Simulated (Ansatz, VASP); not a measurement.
**SrCl2: VASP beside Ansatz**

POSCAR

```
SrCl2
1.0
    0.0000000000      3.4977180848      3.4977180848
    3.4977180848      0.0000000000      3.4977180848
    3.4977180848      3.4977180848      0.0000000000
Sr Cl
1 2
Direct
    0.0000000000      0.0000000000      0.0000000000
    0.2500000000      0.2500000000      0.2500000000
    0.7500000000      0.7500000000      0.7500000000
```

INCAR.step1

```
SYSTEM = SrCl2
PREC = Accurate
ENCUT = 520
EDIFF = 1E-5
ISMEAR = 0
SIGMA = 0.01
LREAL = .False.
LASPH = .True.
NELM = 100
ALGO = Normal
ISIF = 2
LWAVE = .True.
NBANDS = 19
GGA = PE
```

Contents of INCAR.step2:

```
SYSTEM = SrCl2
PREC = Accurate
ENCUT = 520
EDIFF = 1E-6
ISMEAR = 0
SIGMA = 0.01
LREAL = .False.
LASPH = .True.
NELM = 100
ALGO = Normal
ISIF = 2
LWAVE = .False.
LCHARG = .True.
GGA = PE
LHFCALC = .True.
HFSCREEN = 0.2079
PRECFOCK = Normal
LELF = .True.
LVHAR = .True.
NBANDS = 19
ISTART = 1
```

File KPOINTS:

```
Automatic mesh
0
Gamma
  4 4 4
  0 0 0
```

Input for Ansatz:

```yaml
crystal:
  lattice:
    - [0.0, 3.4977180848, 3.4977180848]
    - [3.4977180848, 0.0, 3.4977180848]
    - [3.4977180848, 3.4977180848, 0.0]
  atoms:
    - { symbol: Sr, position: [0.0, 0.0, 0.0] }
    - { symbol: Cl, position: [0.25, 0.25, 0.25] }
    - { symbol: Cl, position: [0.75, 0.75, 0.75] }
kpoints:
  mp_grid: { grid: [4, 4, 4] }
  band_path:
    path:
      - [0.0, 0.0, 0.0]
      - [0.5, 0.0, 0.5]
      - [0.625, 0.25, 0.625]
      - [0.375, 0.375, 0.75]
      - [0.5, 0.5, 0.5]
      - [0.5, 0.25, 0.75]
    npoints: 1
hamiltonian:
  xc: hse06
scf:
  occupations: { method: fixed }
  n_extra_bands: 4
output:
  forces: true
  stress: true
  eigenvalues: true
```

Alike in both runs: task single point; functional HSE06; k mesh 4 × 4 × 4; no spin polarisation.

|  | VASP | Ansatz |
| --- | --- | --- |
| version | VASP 6.6.1 | Ansatz 0.2.0 |
| potentials or method | VASP PAW PBE potentials, release 64 (Sr_sv, Cl) | plane waves, PAW |
| plane-wave cutoff (eV) | 520 | 420 |
| occupations | gaussian, width 0.01 eV | fixed |
| valence electrons in the cell | 24 | 24 |

```csv
,VASP,Ansatz,Ansatz less VASP
gap on the k mesh at the Fermi level (eV),6.58,6.59,+0.007
pressure (GPa),0.3,0.2,-0.06
```

Ansatz's warnings: stress exchange threshold loose, stress scf threshold loose.
